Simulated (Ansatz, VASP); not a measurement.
Bi in VASP and in Ansatz

INCAR

```
PREC     = Accurate       # precision mode
ENCUT    = 520            # plane-wave cutoff, eV
EDIFF    = 1E-7           # SCF threshold, eV
ISMEAR   = -1             # smearing method
SIGMA    = 0.1            # smearing width, eV
LREAL    = False          # projectors in reciprocal space
LASPH    = True           # aspherical terms in the spheres
NELM     = 60             # most SCF steps
ALGO     = Normal         # electronic algorithm
ISIF     = 2              # what is computed and relaxed
LWAVE    = False          # write WAVECAR
LCHARG   = False          # write CHGCAR
GGA      = RE             # functional
NBANDS   = 22             # bands
```

KPOINTS

```
Automatic mesh
0
Gamma
  9 9 9
```

Contents of POSCAR:

```
Bi
1.0
    0.0000000000      3.7260064527      3.7260064527
    3.7260064527      0.0000000000      3.7260064527
    3.7260064527      3.7260064527      0.0000000000
Bi
2
Direct
    0.1250000000      0.1250000000      0.1250000000
    0.8750000000      0.8750000000      0.8750000000
```

Input for Ansatz:

```yaml
crystal:
  lattice:
    - [0.0, 3.7260064527, 3.7260064527]
    - [3.7260064527, 0.0, 3.7260064527]
    - [3.7260064527, 3.7260064527, 0.0]
  atoms:
    - { symbol: Bi, position: [0.125, 0.125, 0.125] }
    - { symbol: Bi, position: [0.875, 0.875, 0.875] }
hamiltonian:
  xc: revpbe
  pseudopotentials:
    kind: paw
    azcp:
      Bi: "pseudopotentials/Bi.paw.azcp"
basis:
  ecutwfc: 420
  fft_grid_basis: typed
kpoints:
  mp_grid: { grid: [9, 9, 9], shift: [0, 0, 0] }
magnetization:
  spin_polarized: false
scf:
  occupations: { method: fermi_dirac, width: 0.1 }
  lower_state_search: "off"
output:
  stress: true
  write_density: true
  write_potential: true
  elf: true
  volumetric_format: npy
```

Alike in both runs: task single point; functional revPBE; k mesh 9 × 9 × 9; occupations fermi-dirac, width 0.1 eV; no spin polarisation.

```csv
,VASP,Ansatz
version,VASP 6.6.1,Ansatz 0.2.0
potentials or method,"VASP PAW PBE potentials, release 64 (Bi_d), cutoff 520 eV","plane waves (420 eV) with PAW, scalar-relativistic"
valence electrons in the cell,30,30
```

```tsv
	VASP	Ansatz	Ansatz less VASP
pressure (GPa)	-1.0	-1.0	+0.04
```

VASP's potentials were made for PBE, not for revPBE. The functional is the same, so the differences come from potentials, cutoffs and numerics.

Neither program's run includes spin-orbit coupling.
